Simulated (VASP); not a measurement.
# Cu in VASP: single point with PBEsol

Aim: the single point of Cu with PBEsol.

Program: VASP 6.6.1. These are calculated values, not measurements. Logs are shortened: lines on timing, memory, paths and dates and some standing lists are left out, and cuts for length are marked.

### 1 The cell of the first run

The cell holds a slab with vacuum, 10 atoms: a = 2.556 Å, b = 2.556 Å, c = 32.784 Å, α = 90.00°, β = 90.00°, γ = 60.00°.

### 2 Single point, PBEsol

File INCAR:

```
  PREC = Accurate
  ENCUT = 520
  EDIFF = 1E-6
  ISMEAR = 0
  SIGMA = 0.1
  LREAL = False
  LASPH = True
  NELM = 60
  ALGO = Normal
  ISIF = 2
  LWAVE = False
  LCHARG = True
  LDIPOL = True
  IDIPOL = 3
  DIPOL = 0.5 0.5 0.500
  GGA = PS
  LELF = True
  LVHAR = True
  LVACPOTAV = True
  NBANDS = 66
```

File KPOINTS:

```
regular mesh
0
Gamma
  18 18 1
```

File POSCAR:

```
Cu
1.0
    2.5561908028     -0.0000002901      0.0000000000
    1.2780956527      2.2137260271      0.0000000000
    0.0000000000      0.0000000000     32.7840910000
Cu
10
Direct
    1.0000000000      0.0000000000      0.2216940000
    0.3333333333      0.3333333333      0.2830290000
    0.6666666667      0.6666666667      0.3448570000
    1.0000000000      1.0000000000      0.4068550000
    0.3333333333      0.3333333333      0.4690030000
    0.6666666667      0.6666666667      0.5309970000
    1.0000000000      1.0000000000      0.5931450000
    0.3333333333      0.3333333333      0.6551430000
    0.6666666667      0.6666666667      0.7169710000
    1.0000000000      1.0000000000      0.7783060000
```

Potentials or basis: VASP PAW PBE potentials, release 64 (Cu).

Command:

```sh
$ cat potpaw_PBE.64/Cu/POTCAR > POTCAR
$ mpirun -np 1 vasp_std > vasp.out
```

OUTCAR:

```text
PREC = Accurate
   ENCUT = 520
   EDIFF = 1E-6
   ISMEAR = 0
   LREAL = False
   LASPH = True
   NELM = 60
   ISIF = 2
   GGA = PS

 ion  position               nearest neighbor table
   1  0.000  0.000  0.222-   2 2.49   2 2.49   2 2.49
   2  0.333  0.333  0.283-   1 2.49   1 2.49   1 2.49   3 2.51   3 2.51   3 2.51
   3  0.667  0.667  0.345-   2 2.51   2 2.51   2 2.51   4 2.51   4 2.51   4 2.51
   4  0.000  0.000  0.407-   3 2.51   3 2.51   3 2.51   5 2.52   5 2.52   5 2.52
   5  0.333  0.333  0.469-   6 2.51   6 2.51   6 2.51   4 2.52   4 2.52   4 2.52
   6  0.667  0.667  0.531-   5 2.51   5 2.51   5 2.51   7 2.52   7 2.52   7 2.52
   7  0.000  0.000  0.593-   8 2.51   8 2.51   8 2.51   6 2.52   6 2.52   6 2.52
   8  0.333  0.333  0.655-   9 2.51   9 2.51   9 2.51   7 2.51   7 2.51   7 2.51
   9  0.667  0.667  0.717-  10 2.49  10 2.49  10 2.49   8 2.51   8 2.51   8 2.51
  10  0.000  0.000  0.778-   9 2.49   9 2.49   9 2.49

  LATTYP: Found a hexagonal cell.
 ALAT       =     2.5561908028
 C/A-ratio  =    12.8253692814

  Lattice vectors:

 A1 = (  -1.2780956527,  -2.2137260271,   0.0000000000)
 A2 = (   2.5561908028,  -0.0000002901,   0.0000000000)
 A3 = (   0.0000000000,   0.0000000000,  32.7840910000)

Analysis of symmetry for initial positions (statically):
=====================================================================
 Subroutine PRICEL returns:
 Original cell was already a primitive cell.

 Routine SETGRP: Setting up the symmetry group for a
 hexagonal supercell.

 Subroutine GETGRP returns: Found 12 space group operations
 (whereof 12 operations were pure point group operations)
 out of a pool of 24 trial point group operations.

The static configuration has the point symmetry D_3d.

Analysis of symmetry for dynamics (positions and initial velocities):
=====================================================================
 Subroutine PRICEL returns:
 Original cell was already a primitive cell.

 Routine SETGRP: Setting up the symmetry group for a
 hexagonal supercell.

 Subroutine GETGRP returns: Found 12 space group operations
 (whereof 12 operations were pure point group operations)
 out of a pool of 24 trial point group operations.

The dynamic configuration has the point symmetry D_3d.

 Subroutine INISYM returns: Found 12 space group operations
 (whereof 12 operations are pure point group operations),
 and found     1 'primitive' translations

----------------------------------------------------------------------------------------

                                     Primitive cell

  volume of cell :     185.5155

  direct lattice vectors                    reciprocal lattice vectors
[... 120 lines left out ...]
   IALGO  =     38    algorithm
   IMIX   =      4    mixing-type and parameters
     AMIX     =   0.40;   BMIX     =  1.00
     AMIX_MAG =   1.60;   BMIX_MAG =  1.00
  volume/ion in A,a.u.               =      18.55       125.19
  Fermi-wavevector in a.u.,A,eV,Ry     =   1.375347  2.599029 25.736500  1.891579
  Thomas-Fermi vector in A             =   2.500691
   LORBIT       =      0    0 simple, 1 ext, 2 COOP (PROOUT), +10 PAW based schemes
   GGA     = PS    functional components
   LHFCALC =     F    Hartree Fock is set to
   AEXX    =    0.0000 exact exchange contribution
   IVDW    =     0    specifies the selected vdW correction
   LEPSILON=     F    determine dielectric tensor
   LRPA    =     F    only Hartree local field effects (RPA)
 non-spin polarized calculation
 Gauss-broadening in eV      SIGMA  =   0.10
  energy-cutoff  :      520.00
  volume of cell :      185.52
 maximum number of plane-waves:      5029
   NGX =  9   NGY =  9   NGZ =121

 dipolmoment           0.000000      0.000000     -0.000000 electrons x Angstroem

 number of electron     109.9999985 magnetization

 dipolmoment           0.000000      0.000000      0.000000 electrons x Angstroem

 Free energy of the ion-electron system (eV)
  ---------------------------------------------------
  ext. energy  EPLUGINS =         0.00000000
  ---------------------------------------------------
  free energy    TOTEN  =       -41.93821097 eV

  energy without entropy =      -41.92743595  energy(sigma->0) =      -41.93282346

 E-fermi :   2.9754     XC(G=0):  -8.6534

 val. band max:        2.9577416571   @ k =   0.4444   0.0000   0.0000
 cond. band min:       3.0202811751   @ k =  -0.4444   0.1111   0.0000
 fundamental gap:      0.0625395180
 Fermi energy:         2.9753818821

 k-point     1 :       0.0000    0.0000    0.0000
  band No.  band energies     occupation
      1      -6.5237      2.00000
      2      -6.2698      2.00000
      3      -5.8404      2.00000
      4      -5.2611      2.00000
      5      -4.5500      2.00000
      6      -3.7765      2.00000
[... 1645 lines left out ...]
     65       9.1048      0.00000
     66       9.7788      0.00000

 [... further k-points ...]

------------------------ aborting loop because EDIFF is reached ----------------------------------------

  FORCE on cell =-STRESS in cart. coord.  units (eV):
  Direction    XX          YY          ZZ          XY          YZ          ZX
  --------------------------------------------------------------------------------------
  -------------------------------------------------------------------------------------
  Total       -3.6307418     -3.6307418      0.3753735     -0.0000000      0.0000000     -0.0000000
  in kB      -31.3563598    -31.3563598      3.2418572     -0.0000000      0.0000000     -0.0000000
  external PRESSURE =     -19.8236208 kB  Pullay stress =       0.0000000 kB

 VOLUME and BASIS-vectors are now :
 -----------------------------------------------------------------------------
  energy-cutoff  :      520.00
  volume of cell :      185.52
      direct lattice vectors                 reciprocal lattice vectors
     2.556190803 -0.000000290  0.000000000     0.391207078 -0.225863571  0.000000000
     1.278095653  2.213726027  0.000000000     0.000000051  0.451727053  0.000000000
     0.000000000  0.000000000 32.784091000     0.000000000  0.000000000  0.030502600

 POSITION                                       TOTAL-FORCE (eV/Angst)
 -----------------------------------------------------------------------------------
      0.00000      0.00000      7.26804        -0.000000     -0.000000     -0.023724
      1.27810      0.73791      9.27885         0.000000     -0.000000     -0.000883
      2.55619      1.47582     11.30582        -0.000000     -0.000000     -0.001626
      0.00000      0.00000     13.33837        -0.000000     -0.000000     -0.000507
      1.27810      0.73791     15.37584         0.000000      0.000000      0.000283
      2.55619      1.47582     17.40825        -0.000000     -0.000000     -0.000283
      0.00000      0.00000     19.44572        -0.000000     -0.000000      0.000507
      1.27810      0.73791     21.47827         0.000000      0.000000      0.001626
      2.55619      1.47582     23.50524         0.000000      0.000000      0.000883
      0.00000      0.00000     25.51605        -0.000000     -0.000000      0.023724
 -----------------------------------------------------------------------------------
    total drift:                                0.000000      0.000000      0.000000

  FREE ENERGIE OF THE ION-ELECTRON SYSTEM (eV)
  ---------------------------------------------------
  free  energy   TOTEN  =       -41.9382109706 eV

  energy  without entropy=      -41.9274359546  energy(sigma->0) =      -41.93282346

 vacuum level on the upper side and lower side of the slab         7.837         7.837
```

OSZICAR:

```text
N       E                     dE             d eps       ncg     rms          rms(c)
DAV:   1     0.107281272600E+04    0.10728E+04   -0.48527E+04  4908   0.263E+03
DAV:   2     0.111059988982E+03   -0.96175E+03   -0.93253E+03  4884   0.511E+02
DAV:   3    -0.451914858431E+02   -0.15625E+03   -0.14501E+03  4910   0.248E+02
[... 19 lines left out ...]
DAV:  23    -0.419381882853E+02   -0.16535E-04   -0.45054E-06  4728   0.268E-02    0.438E-03
DAV:  24    -0.419382035820E+02   -0.15297E-04   -0.52395E-06  4874   0.382E-02    0.347E-03
DAV:  25    -0.419382058328E+02   -0.22508E-05   -0.51074E-07  3064   0.151E-02    0.149E-03
DAV:  26    -0.419382102676E+02   -0.44348E-05   -0.78766E-07  2870   0.109E-02    0.138E-03
DAV:  27    -0.419382109706E+02   -0.70299E-06   -0.12466E-07  2838   0.621E-03
   1 F= -.41938211E+02 E0= -.41932823E+02  d E =-.107750E-01
```

stdout:

```text
POSCAR found type information on POSCAR Cu
 POSCAR found :  1 types and      10 ions
 scaLAPACK will be used
 -----------------------------------------------------------------------------
|                                                                             |
[... 23 lines left out ...]
|     field-free region was found. Please increase the size of  your cell     |
|     in the dimension of the dipole correction to obtain accurate            |
|     workfunction values.                                                    |
|                                                                             |
 -----------------------------------------------------------------------------
```

Run time: 24 min. Hardware: 1 thread of Intel Xeon Platinum 8375C at 2.90GHz (Ice Lake), shared host; peak memory 0.48 GiB.

Results:

- Free energy: -41.9382 eV
- Largest force: 0.024 eV/Å
- Band gap on the k mesh: zero (bands 55 and 56 overlap by 4.93 eV)

Forces in eV/Å, atoms in the order of the input:
```
Cu   0.000  0.000 -0.024
Cu   0.000  0.000 -0.001
Cu   0.000  0.000 -0.002
Cu   0.000  0.000 -0.001
Cu   0.000  0.000  0.000
Cu   0.000  0.000  0.000
Cu   0.000  0.000  0.001
Cu   0.000  0.000  0.002
Cu   0.000  0.000  0.001
Cu   0.000  0.000  0.024
```

Levels at points of the mesh, in eV from the Fermi level:
```
           k point  band 54  band 55  band 56  band 57  band 58  band 59
(0.00, 0.00, 0.00)    -1.72    -1.63    -1.62    -1.62    -1.60    -1.60
(0.50, 0.00, 0.00)     0.54     0.83     1.04     1.20     1.34     1.47
```

Caveat: the PAW data sets were made with another functional, which shifts forces and pressure a little.
